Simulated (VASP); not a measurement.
A run of VASP 6.6.1:

The input INCAR:

```
  ALGO = Normal
  EDIFF = 1E-6
  ENCUT = 520
  ISIF = 2
  ISMEAR = 0
  LASPH = T
  LCHARG = T
  LELF = T
  LREAL = F
  LVHAR = T
  LWAVE = F
  NBANDS = 22
  NELM = 60
  PREC = Accurate
  SIGMA = 0.02
```

The input KPOINTS:

```
k-points
0
Gamma
  6 6 6
```

The input POSCAR:

```
Na3HSe
1.0
    4.4058441720      0.0000000000      0.0000000000
    0.0000000000      4.4058441720      0.0000000000
    0.0000000000      0.0000000000      4.4058441720
Na H Se
3 1 1
Direct
    0.0000000000      0.5000000000      0.5000000000
    0.5000000000      0.0000000000      0.5000000000
    0.5000000000      0.5000000000      0.0000000000
    0.5000000000      0.5000000000      0.5000000000
    0.0000000000      0.0000000000      0.0000000000
```

Potentials or basis: VASP PAW LDA potentials, release 64 (Na_pv, H, Se).

Launch:

```console
$ cat potpaw_LDA.64/Na_pv/POTCAR potpaw_LDA.64/H/POTCAR potpaw_LDA.64/Se/POTCAR > POTCAR
$ mpirun -np 1 vasp_std > vasp.out
```

Hardware: 1 thread of Intel Xeon 8259CL, on a shared host.

Q: How long does it take, and how much memory?

A: Wall time 40 s on 1 thread of Intel Xeon 8259CL, on a shared host, peak memory 0.19 GiB. Counts: scf iterations 13, k points 20.
